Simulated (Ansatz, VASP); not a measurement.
Two plane-wave programs on Pt

```
Pt
1.0
     5.02414    0.00000    0.00000
     0.00000    5.02414    0.00000
     0.00000    0.00000    5.02414
Pt
8
Direct
  0.50000 0.50000 0.50000
  0.00000 0.00000 0.00000
  0.25000 0.00000 0.50000
  0.50000 0.25000 0.00000
  0.50000 0.75000 0.00000
  0.75000 0.00000 0.50000
  0.00000 0.50000 0.75000
  0.00000 0.50000 0.25000
```

Alike in both runs: functional r2SCAN; k mesh 8 × 8 × 8; occupations gaussian, width 0.1 eV; no spin polarisation.

Ansatz relaxed the structure, and its values are those at the end. VASP's run is a single point on that final structure, the one shown.

```csv
,VASP,Ansatz
version,VASP 6.6.1,Ansatz 0.2.0
potentials or method,"VASP PAW PBE potentials, release 64 (Pt), cutoff 550 eV","scalar-relativistic, plane waves, PAW"
valence electrons in the cell,80,144
```

```csv
,VASP,Ansatz,Ansatz less VASP
gap on the k mesh at the Fermi level (eV),none,none,-
pressure (GPa),0.6,0.0,-0.59
```

VASP's potentials were made for PBE, not for r2SCAN. A gap of «none» marks a metal or a gap that the smearing closes. With one functional, cell and mesh, what is left measures potentials, basis and numerics. VASP's potentials hold 80 valence electrons a cell and Ansatz's 144, so a difference there can come from the potentials and not from the codes.

Neither program's run includes spin-orbit coupling.
